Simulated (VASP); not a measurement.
A run of VASP 6.6.1:

File INCAR:

```
SYSTEM = PtSe2
PREC = Accurate
ENCUT = 520
EDIFF = 1E-6
ISMEAR = 0
SIGMA = 0.05
LREAL = .False.
LASPH = .True.
NELM = 100
ALGO = Normal
ISIF = 2
LWAVE = .False.
LCHARG = .False.
GGA = PE
NELECT = 22.1
NBANDS = 18
```

KPOINTS

```
regular mesh
0
Gamma
  9 9 6
  0 0 0
```

Contents of POSCAR:

```
PtSe2
1.0
    3.7240000000      0.0000000000      0.0000000000
   -1.8620000000      3.2250786037      0.0000000000
    0.0000000000      0.0000000000      5.0620000000
Pt Se
1 2
Direct
    0.0000000000      0.0000000000      0.0000000000
    0.3333333333      0.6666666667      0.2500000000
    0.6666666667      0.3333333333      0.7500000000
```

Potentials or basis: VASP PAW PBE potentials, release 64 (Pt, Se).

Launch:

```sh
$ cat potpaw_PBE.64/Pt/POTCAR potpaw_PBE.64/Se/POTCAR > POTCAR
$ mpirun -np 1 vasp_std > vasp.out
```

Hardware: 1 thread of Intel(R) Xeon(R) 6975P-C (Granite Rapids), on a shared host.

Estimate the wall time of this run.

Wall time 26 s on 1 thread of Intel(R) Xeon(R) 6975P-C (Granite Rapids), with other jobs on the host, peak memory 0.22 GiB. Counts: scf iterations 13, k points 62.
